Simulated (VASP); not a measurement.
Write the native input for VASP 6.6.1 that does the following.

| Item | Value |
| --- | --- |
| Task | single point |
| Functional | PBE |
| Potentials or basis | VASP PAW PBE potentials, release 64 (Hf_pv) |
| Cutoff | 520 eV |
| k mesh | 19 × 19 × 19 |
| Occupations | fermi-dirac, width 0.1 eV |
| Spin | no spin polarisation |
| Dipole correction | no |
| Further INCAR settings | ALGO = Normal; EDIFF = 1e-06; NBANDS = 11 |

The structure of Hf lies in POSCAR:

```
Hf
1.0
   -1.3971551555      1.3971551555      1.3971551555
    1.3971551555     -1.3971551555      1.3971551555
    1.3971551555      1.3971551555     -1.3971551555
Hf
1
Direct
    0.0000000000      0.0000000000      0.0000000000
```

One way to write it, as run:

INCAR

```
SYSTEM = Hf
PREC     = Accurate       ! precision mode
ENCUT    = 520            ! plane-wave cutoff, eV
EDIFF    = 1E-6           ! SCF threshold, eV
ISMEAR   = -1             ! smearing method
SIGMA    = 0.1            ! smearing width, eV
LREAL    = .FALSE.        ! projectors in reciprocal space
LASPH    = .TRUE.         ! aspherical terms in the spheres
NELM     = 100            ! most SCF steps
ALGO     = Normal         ! electronic algorithm
ISIF     = 2              ! what is computed and relaxed
LWAVE    = .FALSE.        ! write WAVECAR
LCHARG   = .FALSE.        ! write CHGCAR
GGA      = PE             ! functional
NBANDS   = 11             ! bands
```

KPOINTS

```
Automatic mesh
0
G
  19 19 19
  0 0 0
```

Potentials or basis: VASP PAW PBE potentials, release 64 (Hf_pv).

The run is started by

```console
$ cat potpaw_PBE.64/Hf_pv/POTCAR > POTCAR
$ mpirun -np 1 vasp_std > vasp.out
```

It gave:

The pressure is 246.3 GPa and the band gap on the k mesh is zero (band 5 reaches 12.24 eV, above the bottom of band 6 at 9.12 eV).

Caveat: spin-orbit coupling is left out, which moves the levels of the heavy elements.

It took 7.3 s on 1 thread of Intel(R) Xeon(R) 6975P-C (Granite Rapids) (shared host), peak memory 0.14 GiB.
